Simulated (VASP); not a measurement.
The system is TlCl (CsCl type).

```
Tl Cl
1.0
     3.90000    0.00000    0.00000
     0.00000    3.90000    0.00000
     0.00000    0.00000    3.90000
Tl Cl
1 1
Direct
  0.00000 0.00000 0.00000
  0.50000 0.50000 0.50000
```

Base run:

- Program: VASP 6.6.1
- Functional: r2SCAN
- Potentials or basis: VASP PAW PBE potentials, release 64 (Tl_d, Cl)
- Cutoff: 550 eV
- k mesh: 6 × 6 × 6
- Occupations: fermi-dirac, width 0.02 eV
- Spin: no spin polarisation

Its results: band gap on the k mesh 2.63 eV; pressure -1.2 GPa.

The run is repeated on the same cell with these changes: functional from r2SCAN to PBE; cutoff from 550 eV to 500 eV. What comes out?

Band gap on the k mesh 2.20 eV; pressure -0.1 GPa.

Caveats: spin-orbit coupling is left out, which moves the levels of the heavy elements; the PAW data sets were made with another functional, which shifts forces and pressure a little (at least some runs).

A k mesh can miss the band edges.
